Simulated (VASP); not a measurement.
# Si6SnO16 (a cell with a defect) in VASP: notebook

Runs on Si6SnO16 (a cell with a defect). Level: PBE. Tasks: single point.

Everything below comes from runs of VASP 6.6.1. Logs are shortened: lines on timing, memory, paths and dates and some standing lists are left out, and cuts for length are marked.

## (1) The cell of the first run

The cell holds a defect, 23 atoms: a = 5.903 Å, b = 5.903 Å, c = 5.333 Å, α = 90.00°, β = 90.00°, γ = 90.00°.

## (2) Single point, PBE

File INCAR:

```
PREC = Accurate
ENCUT = 520
EDIFF = 1E-6
ISMEAR = 0
SIGMA = 0.05
LREAL = Auto
LASPH = True
NELM = 80
ALGO = Normal
ISIF = 2
LWAVE = False
LCHARG = True
GGA = PE
LELF = True
LVHAR = True
NBANDS = 84
```

File KPOINTS:

```
regular mesh
0
Gamma
  2 2 3
```

File POSCAR:

```
Si6SnO16
1.0
   -4.1738000000     -4.1738000000      0.0000000000
    4.1738000000     -4.1738000000      0.0000000000
    0.0000000000      0.0000000000      5.3326000000
Si Sn O
6 1 16
Direct
    0.4953423739      0.5056696536      0.0134444736
    0.4941276535      0.5028103886      0.4995538762
    0.0025065887     -0.0091216637      0.0066303492
    0.4906029278      0.0033270641      0.2512584855
    0.0011682400     -0.0056409028      0.4902077786
    0.5133420384      0.0012590445      0.7513106177
   -0.0557874120      0.4886445206     -0.2316594157
    0.2253751977      0.5086724328     -0.0423033792
    0.0134950165      0.1850834971      0.2459657578
    0.7775377354      0.5170822751      0.0905181337
    0.0197612487      0.8052770856      0.2501869632
    0.2205689060      0.4960861805      0.5498407906
   -0.0054095788      0.1697674781      0.7500275663
    0.7790482294      0.4993951555      0.4357187863
   -0.0122649624      0.8131950501      0.7489772344
    0.6945203412     -0.0001159615      0.0129454675
    0.4629243136      0.7029485121      0.2574121442
    0.3105005031      0.0008987014     -0.0118253760
    0.4668201639      0.3041123197      0.2526234857
    0.6945207006      0.0017488859      0.4892030154
    0.5435170588      0.6972738272      0.7539663579
    0.3098387560      0.0038231348      0.5136708172
    0.5501909531      0.3099813120      0.7573433222
```

Potentials or basis: VASP PAW PBE potentials, release 64 (Si, Sn_d, O).

Launch:

```
cat potpaw_PBE.64/Si/POTCAR potpaw_PBE.64/Sn_d/POTCAR potpaw_PBE.64/O/POTCAR > POTCAR
mpirun -np 1 vasp_std > vasp.out
```

OUTCAR:

```text
PREC = Accurate
   ENCUT = 520
   EDIFF = 1E-6
   ISMEAR = 0
   LREAL = Auto
   LASPH = True
   NELM = 80
   ISIF = 2
   GGA = PE

 ion  position               nearest neighbor table
   1  0.495  0.506  0.013-   8 1.62  10 1.72  19 1.75  17 1.76  21 1.81  23 1.82   2 2.59   2 2.74
                             7 2.96
   2  0.494  0.503  0.500-  12 1.64  14 1.72  17 1.76  19 1.77  21 1.80  23 1.82   1 2.59   1 2.74
                             7 3.02
   3  0.003  0.991  0.007-  11 1.70   9 1.72  13 1.73  15 1.73  16 1.82  18 1.82   5 2.58   5 2.75
                             7 3.22   7 3.24
   4  0.491  0.003  0.251-  20 1.75  16 1.75  22 1.76  18 1.76  17 1.78  19 1.78   6 2.67   6 2.67

   5  0.001  0.994  0.490-  11 1.70   9 1.72  13 1.73  15 1.75  20 1.81  22 1.83   3 2.58   3 2.75
                             7 3.29   7 3.35
   6  0.513  0.001  0.751-  18 1.74  22 1.75  16 1.76  20 1.76  21 1.80  23 1.84   4 2.67   4 2.67

   7  0.944  0.489  0.768-  13 1.91  15 1.94   8 1.95  10 1.99  12 2.01  14 2.02  23 2.55  21 2.67
                             1 2.96   2 3.02   3 3.22   3 3.24   5 3.29   5 3.35
   8  0.225  0.509  0.958-   1 1.62   7 1.95
   9  0.013  0.185  0.246-   3 1.72   5 1.72
  10  0.778  0.517  0.091-   1 1.72  14 1.84   7 1.99
  11  0.020  0.805  0.250-   5 1.70   3 1.70
  12  0.221  0.496  0.550-   2 1.64   7 2.01
  13  0.995  0.170  0.750-   3 1.73   5 1.73   7 1.91
  14  0.779  0.499  0.436-   2 1.72  10 1.84   7 2.02
  15  0.988  0.813  0.749-   3 1.73   5 1.75   7 1.94
  16  0.695  1.000  0.013-   4 1.75   6 1.76   3 1.82
  17  0.463  0.703  0.257-   1 1.76   2 1.76   4 1.78
  18  0.311  0.001  0.988-   6 1.74   4 1.76   3 1.82
  19  0.467  0.304  0.253-   1 1.75   2 1.77   4 1.78
  20  0.695  0.002  0.489-   4 1.75   6 1.76   5 1.81
  21  0.544  0.697  0.754-   2 1.80   6 1.80   1 1.81   7 2.67
  22  0.310  0.004  0.514-   6 1.75   4 1.76   5 1.83
  23  0.550  0.310  0.757-   2 1.82   1 1.82   6 1.84   7 2.55

  LATTYP: Found a simple tetragonal cell.
 ALAT       =     5.9026445666
 C/A-ratio  =     0.9034255646

  Lattice vectors:

 A1 = (  -4.1738000000,  -4.1738000000,   0.0000000000)
 A2 = (   4.1738000000,  -4.1738000000,   0.0000000000)
 A3 = (   0.0000000000,   0.0000000000,   5.3326000000)

Analysis of symmetry for initial positions (statically):
=====================================================================
 Subroutine PRICEL returns:
 Original cell was already a primitive cell.

 Routine SETGRP: Setting up the symmetry group for a
 simple tetragonal supercell.

 Subroutine GETGRP returns: Found  1 space group operations
 (whereof  1 operations were pure point group operations)
 out of a pool of 16 trial point group operations.
[... 148 lines left out ...]
   POTIM  = 0.5000    time-step for ionic-motion
   TEBEG  =    0.0;   TEEND  =   0.0 temperature during run
   PSTRESS=    0.0 pullay stress
   NELECT =     134.0000    total number of electrons
   NUPDOWN=      -1.0000    fix difference up-down
   EMIN   =  10.00;   EMAX   =-10.00  energy-range for DOS
   EFERMI =   0.00;   METHOD = LEGACY
   ISMEAR =     0;   SIGMA  =   0.05  broadening in eV -4-tet -1-fermi 0-gaus
   EFERMI_NEDOS =   21; number of points for ismear=-14 and -15
   IALGO  =     38    algorithm
   IMIX   =      4    mixing-type and parameters
     AMIX     =   0.40;   BMIX     =  1.00
     AMIX_MAG =   1.60;   BMIX_MAG =  1.00
  volume/ion in A,a.u.               =       8.08        54.51
  Fermi-wavevector in a.u.,A,eV,Ry     =   1.468134  2.774371 29.326231  2.155417
  Thomas-Fermi vector in A             =   2.583668
   LORBIT       =      0    0 simple, 1 ext, 2 COOP (PROOUT), +10 PAW based schemes
   GGA     = PE    functional components
   LHFCALC =     F    Hartree Fock is set to
   AEXX    =    0.0000 exact exchange contribution
   IVDW    =     0    specifies the selected vdW correction
   LEPSILON=     F    determine dielectric tensor
   LRPA    =     F    only Hartree local field effects (RPA)
 non-spin polarized calculation
 Gauss-broadening in eV      SIGMA  =   0.05
  energy-cutoff  :      520.00
  volume of cell :      185.79
 maximum number of plane-waves:      5012
 NGX is ok and might be reduce to    48
   NGX = 21   NGY = 21   NGZ = 19

 number of electron     133.9999976 magnetization

 Free energy of the ion-electron system (eV)
  ---------------------------------------------------
  ext. energy  EPLUGINS =         0.00000000
  ---------------------------------------------------
  free energy    TOTEN  =      -157.25602142 eV

  energy without entropy =     -157.24338979  energy(sigma->0) =     -157.24970560

 E-fermi :   7.2700     XC(G=0): -12.1925

 val. band max:        7.2639423303   @ k =   0.0000   0.0000   0.0000
 cond. band min:       7.2963333847   @ k =   0.0000   0.5000   0.0000
 fundamental gap:      0.0323910544
 Fermi energy:         7.2700096959

 k-point     1 :       0.0000    0.0000    0.0000
  band No.  band energies     occupation
      1     -14.9356      2.00000
      2     -14.4583      2.00000
      3     -13.6501      2.00000
      4     -13.2518      2.00000
      5     -12.9378      2.00000
      6     -12.8690      2.00000
[... 645 lines left out ...]
     78      17.9953      0.00000
     79      18.0569      0.00000
 [bands above 79 left out]

------------------------ aborting loop because EDIFF is reached ----------------------------------------

  FORCE on cell =-STRESS in cart. coord.  units (eV):
  Direction    XX          YY          ZZ          XY          YZ          ZX
  --------------------------------------------------------------------------------------
  -------------------------------------------------------------------------------------
  Total       39.5696680     38.5348407     23.3830507      1.0575345     -0.0990543      0.8274458
  in kB      341.2249002    332.3011753    201.6412963      9.1195385     -0.8541842      7.1353925
  external PRESSURE =     291.7224573 kB  Pullay stress =       0.0000000 kB

 VOLUME and BASIS-vectors are now :
 -----------------------------------------------------------------------------
  energy-cutoff  :      520.00
  volume of cell :      185.79
      direct lattice vectors                 reciprocal lattice vectors
    -4.173800000 -4.173800000  0.000000000    -0.119794911 -0.119794911  0.000000000
     4.173800000 -4.173800000  0.000000000     0.119794911 -0.119794911  0.000000000
     0.000000000  0.000000000  5.332600000     0.000000000  0.000000000  0.187525785

 POSITION                                       TOTAL-FORCE (eV/Angst)
 -----------------------------------------------------------------------------------
      0.04310     -4.17802      0.07169        -0.056115      0.040142     -0.010663
      0.03624     -4.16102      2.66392         0.026733      0.057968      0.004146
      4.12527     -4.14619      0.03536         0.130500     -0.099046     -0.064175
     -2.03379     -2.06157      1.33986        -0.054712     -0.019810      0.050867
      4.14538     -4.15513      2.61408         0.049750     -0.064596      0.215224
     -2.13733     -2.14784      4.00644         0.080286     -0.015068      0.026358
[... 15 lines left out ...]
     -1.27725     -1.30916      2.73920        -0.014095      0.046431     -0.000232
     -1.00259     -3.59019      4.03861         0.087142      0.259172     -0.029083
 -----------------------------------------------------------------------------------
    total drift:                               -0.000114     -0.010113      0.003507

  FREE ENERGIE OF THE ION-ELECTRON SYSTEM (eV)
  ---------------------------------------------------
  free  energy   TOTEN  =      -157.2560214181 eV

  energy  without entropy=     -157.2433897858  energy(sigma->0) =     -157.24970560
```

OSZICAR:

```text
N       E                     dE             d eps       ncg     rms          rms(c)
DAV:   1     0.154923606298E+04    0.15492E+04   -0.67923E+04  1352   0.184E+03
DAV:   2     0.213910654615E+02   -0.15278E+04   -0.14494E+04  1560   0.512E+02
DAV:   3    -0.164583529262E+03   -0.18597E+03   -0.18083E+03  1436   0.174E+02
[... 13 lines left out ...]
DAV:  17    -0.157256055787E+03    0.60265E-04   -0.89638E-04  1584   0.144E-01    0.123E-01
DAV:  18    -0.157256060575E+03   -0.47875E-05   -0.51623E-04  1640   0.794E-02    0.110E-01
DAV:  19    -0.157256015054E+03    0.45521E-04   -0.32644E-04  1512   0.501E-02    0.271E-02
DAV:  20    -0.157256021960E+03   -0.69063E-05   -0.32497E-05  1632   0.235E-02    0.188E-02
DAV:  21    -0.157256021156E+03    0.80391E-06   -0.11868E-05  1152   0.105E-02    0.439E-03
DAV:  22    -0.157256021418E+03   -0.26192E-06   -0.15139E-06   808   0.570E-03
   1 F= -.15725602E+03 E0= -.15724971E+03  d E =-.126316E-01
```

stdout:

```text
POSCAR found type information on POSCAR SiSnO
 POSCAR found :  3 types and      23 ions
 scaLAPACK will be used
 LDA part: xc-table for (Slater+PW92), standard interpolation
 POSCAR, INCAR and KPOINTS ok, starting setup
 FFT: planning ... GRIDC
 FFT: planning ... GRID_SOFT
 FFT: planning ... GRID
 WAVECAR not read
 entering main loop
```

It took 2.7 min on 1 thread of Intel Xeon 6975P-C (Granite Rapids), shared host; peak memory 0.32 GiB.

What came out:

- Free energy: -157.2560 eV
- Pressure: 29.2 GPa
- Largest force: 0.837 eV/Å
- Band gap on the k mesh: zero (bands 67 and 68 overlap by 0.07 eV)

Forces on the atoms (eV/Å):
```
Si  -0.056  0.040 -0.011
Si   0.027  0.058  0.004
Si   0.131 -0.099 -0.064
Si  -0.055 -0.020  0.051
Si   0.050 -0.065  0.215
Si   0.080 -0.015  0.026
Sn   0.185 -0.264 -0.772
O   -0.016  0.231  0.678
O   -0.005 -0.020  0.193
O   -0.332  0.117 -0.435
O    0.094  0.056  0.013
O    0.027  0.085 -0.432
O    0.063 -0.026  0.092
O   -0.021 -0.003  0.236
O    0.104 -0.300 -0.024
O   -0.045 -0.043  0.006
O   -0.185 -0.174  0.011
O    0.034  0.044  0.100
O   -0.226 -0.054  0.058
O   -0.031  0.001  0.074
O    0.104  0.144  0.011
O   -0.014  0.046  0.000
O    0.087  0.259 -0.029
```

Levels at points of the mesh, in eV from the Fermi level:
| k point | band 65 | band 66 | band 67 | band 68 | band 69 | band 70 |
| --- | --- | --- | --- | --- | --- | --- |
| (0.00, 0.00, 0.00) | -0.33 | -0.01 | 0.04 | 0.33 | 0.37 | 4.97 |
| (0.50, 0.00, 0.00) | -0.51 | -0.23 | -0.21 | 0.19 | 0.50 | 5.08 |
| (0.00, 0.50, 0.00) | -0.46 | -0.37 | -0.23 | 0.03 | 0.37 | 5.89 |
| (0.50, 0.50, 0.00) | -0.31 | -0.27 | -0.19 | -0.03 | 0.49 | 5.79 |

Caveat: the k points lie up to 0.53 Å⁻¹ apart; spin-orbit coupling is left out, which moves the levels of the heavy elements.

## (3) Single point, PBE

File INCAR:

```
PREC     = Accurate       # precision mode
ENCUT    = 520            # plane-wave cutoff, eV
EDIFF    = 1E-6           # SCF threshold, eV
ISMEAR   = 0              # smearing method
SIGMA    = 0.05           # smearing width, eV
LREAL    = Auto         
LASPH    = True           # aspherical terms in the spheres
NELM     = 100            # most SCF steps
ALGO     = Normal         # electronic algorithm
ISIF     = 2              # what is computed and relaxed
LWAVE    = False          # write WAVECAR
LCHARG   = False          # write CHGCAR
GGA      = PE             # functional
NBANDS   = 84             # bands
```

File KPOINTS:

```
Automatic mesh
0
Gamma
  2 2 3
```

File POSCAR:

```
Si6SnO16
1.0
   -4.1738000000     -4.1738000000      0.0000000000
    4.1738000000     -4.1738000000      0.0000000000
    0.0000000000      0.0000000000      5.3326000000
Si Sn O
6 1 16
Direct
    0.5041354401      0.4943867699      0.0134622886
    0.5053477646      0.4974480090      0.4994323594
   -0.0033184388      0.0089389765      0.0068857593
    0.5085890555     -0.0028975993      0.2513261824
   -0.0020265705      0.0054064641      0.4904339347
    0.4858391634     -0.0014426901      0.7513713761
    0.0553531554      0.5113004936     -0.2320415932
    0.2218519095      0.4822853275      0.0904112440
   -0.0205976568      0.1946443289      0.2504615010
    0.7740282237      0.4934704586     -0.0423660128
   -0.0140502659      0.8148135991      0.2460612084
    0.2202548038      0.5009208635      0.4351633350
    0.0110405386      0.1868604150      0.7492187676
    0.7788329580      0.5048512147      0.5499542437
    0.0053036801      0.8302665437      0.7502891648
    0.6888294839     -0.0008063395     -0.0118351273
    0.5320942546      0.6962305333      0.2524187076
    0.3047626863      0.0003772342      0.0129689082
    0.5369900331      0.2973661891      0.2574991561
    0.6893727538     -0.0041662274      0.5137053220
    0.4488370310      0.6902728928      0.7570939129
    0.3047961091     -0.0014169342      0.4892054532
    0.4559812401      0.3030673487      0.7538969733
```

Potentials or basis: VASP PAW PBE potentials, release 64 (Si, Sn_d, O).

Launch:

```
cat potpaw_PBE.64/Si/POTCAR potpaw_PBE.64/Sn_d/POTCAR potpaw_PBE.64/O/POTCAR > POTCAR
mpirun -np 1 vasp_std > vasp.out
```

It took 4.1 min on 1 thread of AMD EPYC 7R43 (Zen 3), shared host; peak memory 0.29 GiB.

Results (log left out):

* Free energy: -157.2588 eV
* Pressure: 29.1 GPa
* Largest force: 0.821 eV/Å
* Band gap on the k mesh: zero (bands 67 and 68 overlap by 0.07 eV)

Forces on the atoms (eV/Å):
```
Si   0.074 -0.039 -0.021
Si  -0.010 -0.057  0.004
Si  -0.114  0.070 -0.069
Si   0.035  0.020  0.038
Si  -0.036  0.039  0.202
Si  -0.071 -0.010  0.020
Sn  -0.195  0.280 -0.747
O    0.330 -0.120 -0.431
O   -0.101 -0.043  0.021
O   -0.001 -0.239  0.666
O    0.001  0.029  0.203
O    0.003 -0.003  0.234
O   -0.104  0.295 -0.029
O   -0.026 -0.079 -0.441
O   -0.050  0.032  0.073
O   -0.026 -0.033  0.106
O    0.211  0.064  0.066
O    0.049  0.034  0.012
O    0.181  0.186  0.007
O    0.016 -0.063  0.009
O   -0.094 -0.233 -0.022
O    0.051  0.005  0.081
O   -0.123 -0.133  0.017
```

Stress tensor (GPa, compression positive):
```
34.07  0.90 -0.73
 0.90 33.23  0.13
-0.73  0.13 20.10
```

Levels at points of the mesh, in eV from the Fermi level:
```tsv
k point	band 65	band 66	band 67	band 68	band 69	band 70
(0.00, 0.00, 0.00)	-0.33	0.00	0.04	0.32	0.37	4.96
(0.50, 0.00, 0.00)	-0.51	-0.23	-0.21	0.19	0.50	5.07
(0.00, 0.50, 0.00)	-0.47	-0.37	-0.23	0.03	0.37	5.88
(0.50, 0.50, 0.00)	-0.32	-0.27	-0.19	-0.03	0.49	5.78
```

Caveat: the k points lie up to 0.53 Å⁻¹ apart; spin-orbit coupling is left out, which moves the levels of the heavy elements.
